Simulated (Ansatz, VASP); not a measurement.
## Ag in VASP and in Ansatz

```
CELL_PARAMETERS angstrom
2.93339 0.00000 0.00000
0.00000 4.14844 0.00000
0.00000 0.00000 21.86680
ATOMIC_POSITIONS crystal
Ag 0.00000 0.00000 0.36937
Ag 0.50000 0.50000 0.43094
Ag 0.00000 0.00000 0.50000
Ag 0.50000 0.50000 0.56906
Ag 0.00000 0.00000 0.63063
```

Alike in both runs: functional PBE; k mesh 14 × 10 × 1; occupations fermi-dirac, width 0.08 eV; no spin polarisation.

Ansatz relaxed the structure, and its values are those at the end. VASP's run is a single point on that final structure, the one shown.

```csv
,VASP,Ansatz
version,VASP 6.6.1,Ansatz 0.2.0
potentials or method,"VASP PAW PBE potentials, release 64 (Ag)","PAW with Ansatz's default frozen-core files, scalar-relativistic"
plane-wave cutoff (eV),520,420
valence electrons in the cell,55,95
```

|  | VASP | Ansatz | Ansatz less VASP |
| --- | --- | --- | --- |
| rms of the force components (eV/Å) | 0.006 | 0.004 | -0.0016 |

VASP's potentials hold 55 valence electrons a cell and Ansatz's 95, so a difference there can come from the potentials and not from the codes. Ansatz's warnings: stress scf threshold loose, xc potential rough in thin density.
